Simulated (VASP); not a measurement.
# BaSnAu (P4/mmm) in VASP: further runs, part 2 of 2

VASP 6.6.1.

## (4) Relaxation of cell and atoms, PBE

Input file INCAR:

```
ALGO     = Normal         # electronic algorithm
EDIFF    = 1E-6           # SCF threshold, eV
EDIFFG   = -0.04          # ionic threshold
ENCUT    = 600            # plane-wave cutoff, eV
GGA      = PE             # functional
IBRION   = 2              # ionic algorithm
ISIF     = 3              # what is computed and relaxed
ISMEAR   = 0              # smearing method
LASPH    = True           # aspherical terms in the spheres
LCHARG   = False          # write CHGCAR
LREAL    = False          # projectors in reciprocal space
LWAVE    = False          # write WAVECAR
NELM     = 100            # most SCF steps
NSW      = 90             # ionic steps
PREC     = Accurate       # precision mode
SIGMA    = 0.1            # smearing width, eV
```

Input file KPOINTS:

```
k-points
0
Gamma
  6 6 2
```

Input file POSCAR:

```
BaSnAu
1.0
    3.3979511400      0.0000000000      0.0000000000
    0.0000000000      3.3979511400      0.0000000000
    0.0000000000      0.0000000000      9.1155246800
Ba Sn Au
1 1 1
Direct
    0.0000000000      0.0000000000      0.0000000000
    0.5000000000      0.5000000000      0.5000000000
    0.0000000000      0.0000000000      0.5000000000
```

On the command line:

```bash
cat potpaw_PBE.64/Ba_sv/POTCAR potpaw_PBE.64/Sn_d/POTCAR potpaw_PBE.64/Au/POTCAR > POTCAR
mpirun -np 1 vasp_std > vasp.out
```

It took 11 min on 1 thread of AMD EPYC 7R43 (Zen 3), shared host; peak memory 0.26 GiB.

It converged, with:

```yaml
Free_energy: -9.8123 eV
Relaxed_volume: 35.20 Å³/atom
Relaxed_cell: a = 4.072 Å, b = 4.072 Å, c = 6.368 Å, α = 90.00°, β = 90.00°, γ = 90.00°
Space_group_after_relaxing_to_0.05_Å: P4/mmm (No. 123)
Energy_gained_by_relaxing: 1416.3 meV/atom
Ionic_steps: 15
Pressure_after_relaxing: -0.1 GPa
```

Stress tensor (GPa, compression positive):
```
-0.04  0.00  0.00
 0.00 -0.04  0.00
 0.00  0.00 -0.16
```

The path:
| step | energy change (eV) | largest force (eV/Å) | pressure (GPa) | volume (Å³) |
| --- | --- | --- | --- | --- |
| 1 | 0.0000 | 0.0000 | 21.93 | 105.25 |
| 2 | -1.9178 | 0.0000 | -4.69 | 188.42 |
| 3 | -2.9859 | 0.0000 | -1.88 | 142.61 |
| 4 | -2.9865 | 0.0000 | -1.75 | 141.82 |
| 5 | -3.2435 | 0.0000 | -2.04 | 133.87 |
| 6 | -3.9129 | 0.0000 | -1.77 | 116.27 |
| 7 | -0.9145 | 0.0000 | 27.29 | 80.49 |
| 8 | -4.0568 | 0.0000 | -1.25 | 112.17 |
| 9 | -4.0920 | 0.0000 | 4.14 | 96.40 |
| 10 | -4.2145 | 0.0000 | 0.11 | 105.61 |
| 11 | -4.2346 | 0.0000 | 1.21 | 102.22 |
| 12 | -4.2350 | 0.0000 | 0.91 | 103.03 |
| 13 | -4.2404 | 0.0000 | -0.33 | 106.44 |
| 14 | -4.2485 | 0.0000 | 0.15 | 104.95 |
| 15 | -4.2488 | 0.0000 | -0.08 | 105.61 |

Final structure:
```
CELL_PARAMETERS angstrom
4.07232 0.00000 0.00000
0.00000 4.07232 0.00000
0.00000 0.00000 6.36815
ATOMIC_POSITIONS crystal
Ba 0.00000 0.00000 0.00000
Sn 0.50000 0.50000 0.50000
Au 0.00000 0.00000 0.50000
```

Levels at points of the mesh, in eV from the Fermi level:
```
           k point  band 14  band 15  band 16  band 17  band 18  band 19  band 20  band 21
(0.00, 0.00, 0.00)    -4.16    -4.16    -1.38    -1.10     0.47     0.95     0.95     1.40
(0.50, 0.00, 0.00)    -4.57    -4.14    -3.68    -0.24     0.42     2.40     2.51     2.53
(0.50, 0.50, 0.00)    -3.77    -2.46    -2.22    -2.22    -2.13     0.11     0.61     1.72
(0.00, 0.00, 0.50)    -4.09    -3.91    -2.98     0.19     0.42     0.60     0.60     1.71
(0.50, 0.00, 0.50)    -4.08    -3.98    -3.37    -0.25    -0.07     1.03     1.48     2.64
(0.50, 0.50, 0.50)    -3.77    -2.53    -2.53    -1.96    -1.80    -1.35     1.34     2.71
```

Caveat: spin-orbit coupling is left out, which moves the levels of the heavy elements.

## (5) Single point, PBE

This run uses another cell than the first one, of 33.74 Å³/atom, 0.962 times its volume.

Input file INCAR:

```
SYSTEM = BaSnAu
  PREC = Accurate
  ENCUT = 500
  EDIFF = 1E-6
  ISMEAR = 0
  SIGMA = 0.1
  LREAL = .False.
  LASPH = .True.
  NELM = 120
  ALGO = Normal
  ISIF = 2
  LWAVE = .False.
  LCHARG = .True.
  GGA = PE
  LELF = .True.
  LVHAR = .True.
  NBANDS = 28
  GGA_COMPAT = .False.
```

Input file KPOINTS:

```
regular mesh
0
Gamma
  4 4 4
  0 0 0
```

Input file POSCAR:

```
BaSnAu
1.0
    4.0161583347      0.0000000000      0.0000000000
    0.0000000000      4.0161583347      0.0000000000
    0.0000000000      0.0000000000      6.2750102450
Ba Sn Au
1 1 1
Direct
    0.0000000000      0.0000000000      0.0000000000
    0.5000000000      0.5000000000      0.5000000000
    0.0000000000      0.0000000000      0.5000000000
```

Potentials or basis: VASP PAW PBE potentials, release 64 (Ba_sv, Sn_d, Au_sv_GW).

On the command line:

```bash
cat potpaw_PBE.64/Ba_sv/POTCAR potpaw_PBE.64/Sn_d/POTCAR potpaw_PBE.64/Au_sv_GW/POTCAR > POTCAR
mpirun -np 1 vasp_std > vasp.out
```

OUTCAR:

```text
SYSTEM = BaSnAu
   PREC = Accurate
   ENCUT = 500
   EDIFF = 1E-6
   ISMEAR = 0
   LREAL = .False.
   LASPH = .True.
   NELM = 120
   ISIF = 2
   GGA = PE

 ion  position               nearest neighbor table
   1  0.000  0.000  0.000-   3 3.14   3 3.14   2 4.23   2 4.23   2 4.23   2 4.23   2 4.23   2 4.23
                             2 4.23   2 4.23
   2  0.500  0.500  0.500-   3 2.84   3 2.84   3 2.84   3 2.84   1 4.23   1 4.23   1 4.23   1 4.23
                             1 4.23   1 4.23   1 4.23   1 4.23
   3  0.000  0.000  0.500-   2 2.84   2 2.84   2 2.84   2 2.84   1 3.14   1 3.14

  LATTYP: Found a simple tetragonal cell.
 ALAT       =     4.0161583347
 C/A-ratio  =     1.5624409503

  Lattice vectors:

 A1 = (   4.0161583347,   0.0000000000,   0.0000000000)
 A2 = (   0.0000000000,   4.0161583347,   0.0000000000)
 A3 = (   0.0000000000,   0.0000000000,   6.2750102450)

Analysis of symmetry for initial positions (statically):
=====================================================================
 Subroutine PRICEL returns:
 Original cell was already a primitive cell.

 Routine SETGRP: Setting up the symmetry group for a
 simple tetragonal supercell.

 Subroutine GETGRP returns: Found 16 space group operations
 (whereof 16 operations were pure point group operations)
 out of a pool of 16 trial point group operations.

The static configuration has the point symmetry D_4h.

Analysis of symmetry for dynamics (positions and initial velocities):
=====================================================================
 Subroutine PRICEL returns:
 Original cell was already a primitive cell.

 Routine SETGRP: Setting up the symmetry group for a
 simple tetragonal supercell.

 Subroutine GETGRP returns: Found 16 space group operations
 (whereof 16 operations were pure point group operations)
 out of a pool of 16 trial point group operations.

The dynamic configuration has the point symmetry D_4h.

 Subroutine INISYM returns: Found 16 space group operations
[... 109 lines left out ...]
   IALGO  =     38    algorithm
   IMIX   =      4    mixing-type and parameters
     AMIX     =   0.40;   BMIX     =  1.00
     AMIX_MAG =   1.60;   BMIX_MAG =  1.00
  volume/ion in A,a.u.               =      33.74       227.67
  Fermi-wavevector in a.u.,A,eV,Ry     =   1.230700  2.325686 20.607698  1.514623
  Thomas-Fermi vector in A             =   2.365539
   LORBIT       =      0    0 simple, 1 ext, 2 COOP (PROOUT), +10 PAW based schemes
   GGA     = PE    functional components
   LHFCALC =     F    Hartree Fock is set to
   AEXX    =    0.0000 exact exchange contribution
   IVDW    =     0    specifies the selected vdW correction
   LEPSILON=     F    determine dielectric tensor
   LRPA    =     F    only Hartree local field effects (RPA)
 non-spin polarized calculation
 Gauss-broadening in eV      SIGMA  =   0.10
  energy-cutoff  :      500.00
  volume of cell :      101.21
 maximum number of plane-waves:      2603
 NGX is ok and might be reduce to    30
   NGX = 15   NGY = 15   NGZ = 23

 number of electron      43.0000013 magnetization

 Free energy of the ion-electron system (eV)
  ---------------------------------------------------
  ext. energy  EPLUGINS =         0.00000000
  ---------------------------------------------------
  free energy    TOTEN  =        -9.39746720 eV

  energy without entropy =       -9.39162885  energy(sigma->0) =       -9.39454803

 E-fermi :   4.9035     XC(G=0):  -9.3498

 val. band max:        4.8961786310   @ k =   0.0000   0.0000   0.5000
 cond. band min:       4.9122838464   @ k =   0.5000   0.5000   0.0000
 fundamental gap:      0.0161052154
 Fermi energy:         4.9035032670

 k-point     1 :       0.0000    0.0000    0.0000
  band No.  band energies     occupation
      1    -101.5145      2.00000
      2     -52.8380      2.00000
      3     -52.8380      2.00000
      4     -52.8168      2.00000
      5     -24.1356      2.00000
      6     -16.7172      2.00000
[... 547 lines left out ...]
     27       7.8495      0.00000
     28       9.1178      0.00000

------------------------ aborting loop because EDIFF is reached ----------------------------------------

  FORCE on cell =-STRESS in cart. coord.  units (eV):
  Direction    XX          YY          ZZ          XY          YZ          ZX
  --------------------------------------------------------------------------------------
  -------------------------------------------------------------------------------------
  Total        0.0019823      0.0019823      0.3818039      0.0000000      0.0000000      0.0000000
  in kB        0.0313792      0.0313792      6.0438665      0.0000000      0.0000000      0.0000000
  external PRESSURE =       2.0355416 kB  Pullay stress =       0.0000000 kB

 VOLUME and BASIS-vectors are now :
 -----------------------------------------------------------------------------
  energy-cutoff  :      500.00
  volume of cell :      101.21
      direct lattice vectors                 reciprocal lattice vectors
     4.016158335  0.000000000  0.000000000     0.248994167  0.000000000  0.000000000
     0.000000000  4.016158335  0.000000000     0.000000000  0.248994167  0.000000000
     0.000000000  0.000000000  6.275010245     0.000000000  0.000000000  0.159362290

 POSITION                                       TOTAL-FORCE (eV/Angst)
 -----------------------------------------------------------------------------------
      0.00000      0.00000      0.00000         0.000000      0.000000      0.000000
      2.00808      2.00808      3.13751         0.000000      0.000000      0.000000
      0.00000      0.00000      3.13751         0.000000      0.000000      0.000000
 -----------------------------------------------------------------------------------
    total drift:                                0.000000      0.000000      0.000000

  FREE ENERGIE OF THE ION-ELECTRON SYSTEM (eV)
  ---------------------------------------------------
  free  energy   TOTEN  =        -9.3974672045 eV

  energy  without entropy=       -9.3916288530  energy(sigma->0) =       -9.39454803
```

stdout:

```text
POSCAR found type information on POSCAR BaSnAu
 POSCAR found :  3 types and       3 ions
 scaLAPACK will be used
 LDA part: xc-table for (Slater+PW92), standard interpolation
 POSCAR, INCAR and KPOINTS ok, starting setup
 FFT: planning ... GRIDC
 FFT: planning ... GRID_SOFT
 FFT: planning ... GRID
 WAVECAR not read
 entering main loop
```

It took 27 s on 1 thread of Intel Xeon 6975P-C (Granite Rapids), shared host; peak memory 0.22 GiB.

Results:

```
Free energy : -9.3975 eV
Pressure    : 0.2 GPa
```

Stress tensor (GPa, compression positive):
```
0.00 0.00 0.00
0.00 0.00 0.00
0.00 0.00 0.60
```

Levels at points of the mesh, in eV from the Fermi level:
```csv
k point,band 19,band 20,band 21,band 22,band 23,band 24
"(0.00, 0.00, 0.00)",-4.72,-1.69,-1.22,0.37,0.60,0.60
"(0.50, 0.00, 0.00)",-4.70,-4.22,-0.49,0.35,2.33,2.43
"(0.50, 0.50, 0.00)",-2.89,-2.72,-2.72,-2.45,0.01,0.36
"(0.00, 0.00, 0.50)",-4.37,-3.28,-0.01,0.25,0.25,0.31
"(0.50, 0.00, 0.50)",-4.52,-3.81,-0.43,-0.25,0.85,1.35
"(0.50, 0.50, 0.50)",-3.03,-3.03,-2.27,-2.16,-1.59,1.10
```

Caveat: the k points lie up to 0.39 Å⁻¹ apart; spin-orbit coupling is left out, which moves the levels of the heavy elements.

## (6) Summary

| task | potentials or basis | cell | k mesh | cutoff (eV) | second run | gap on the mesh (eV) | pressure (GPa) |
| --- | --- | --- | --- | --- | --- | --- | --- |
| single point | VASP PAW PBE potentials, release 64 (Ba_sv, Sn_d, Au) | a = 3.398, b = 3.398, c = 9.116 Å, 3 atoms | 6 × 6 × 2 | 520 | - | none | 21.9 |
| single point | VASP PAW PBE potentials, release 64 (Ba_sv, Sn_d, Au) | a = 4.064, b = 4.064, c = 6.299 Å, 3 atoms | 6 × 6 × 2 | 520 | - | none | 0.5 |
| relaxation of cell and atoms | VASP PAW PBE potentials, release 64 (Ba_sv, Sn_d, Au) | relaxed from a = 3.398, b = 3.398, c = 9.116 Å, 3 atoms | 6 × 6 × 2 | 600 | - | none | -0.1 |
| single point | VASP PAW PBE potentials, release 64 (Ba_sv, Sn_d, Au_sv_GW) | a = 4.016, b = 4.016, c = 6.275 Å, 3 atoms | 4 × 4 × 4 | 500 | valence_matched | none | 0.2 |

Alike in all rows: level PBE; no spin polarisation; smearing gaussian 0.1 eV.

Caveats: some runs use coarse meshes; spin-orbit coupling is left out, which moves the levels of the heavy elements.

Total energies depend on the potentials used, so only differences within one code and one set of settings carry meaning.
